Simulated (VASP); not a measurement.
Write the native input for VASP 6.6.1 that does the following.

| Quantity | Value |
| --- | --- |
| Task | single point |
| Functional | r2SCAN |
| Potentials or basis | VASP PAW PBE potentials, release 64 (Au) |
| Cutoff | 520 eV |
| k mesh | 24 × 24 × 24 |
| Occupations | gaussian, width 0.15 eV |
| Spin | no spin polarisation |
| Dipole correction | no |
| Further INCAR settings | ALGO = Normal; EDIFF = 1e-07; NBANDS = 12 |

Au:

```
Au
1.0
    -1.72356    1.72356    1.78985
     1.72356   -1.72356    1.78985
     1.72356    1.72356   -1.78985
Au
1
Direct
  0.00000 0.00000 0.00000
```

This cell differs from its parent crystal: strain +0.040 along x and y, +0.080 along z.

These files were run (other wordings do the same):

POSCAR

```
Au
1.0
   -1.7235597600      1.7235597600      1.7898505200
    1.7235597600     -1.7235597600      1.7898505200
    1.7235597600      1.7235597600     -1.7898505200
Au
1
Direct
    0.0000000000      0.0000000000      0.0000000000
```

INCAR.step1

```
ALGO = Normal ; EDIFF = 1E-4
ENCUT = 520 ; GGA = PE
ISMEAR = 0 ; LASPH = True
LCHARG = False ; LREAL = False
LWAVE = True ; NBANDS = 12
NELM = 100 ; PREC = Accurate
SIGMA = 0.15
```

INCAR.step2

```
ALGO = Normal ; EDIFF = 1E-7
ENCUT = 520 ; ISIF = 2
ISMEAR = 0 ; ISTART = 1
LASPH = True ; LCHARG = False
LMIXTAU = True ; LREAL = False
LWAVE = False ; METAGGA = R2SCAN
NBANDS = 12 ; NELM = 100
PREC = Accurate ; SIGMA = 0.15
```

KPOINTS

```
k-points
0
Gamma
  24 24 24
```

Potentials or basis: VASP PAW PBE potentials, release 64 (Au).

The run is started by

```bash
$ cat potpaw_PBE.64/Au/POTCAR > POTCAR
$ cp INCAR.step1 INCAR
$ mpirun -np 1 vasp_std > vasp.out
$ cp INCAR.step2 INCAR
$ mpirun -np 1 vasp_std > vasp.out
```

Results of the run:

* Pressure: -16.2 GPa
* Band gap on the k mesh: zero (an odd number of electrons rules out a gap without spin polarisation)

Caveat: the cell differs from its parent crystal (strain +0.040 along x and y, +0.080 along z); the cell stands under tension; the PAW data sets were made with another functional, which shifts forces and pressure a little; spin-orbit coupling is left out, which moves the levels of the heavy elements.

It took 8.6 min on 1 thread of Intel(R) Xeon(R) Platinum 8488C (Sapphire Rapids), with other jobs on the host, peak memory 0.36 GiB.
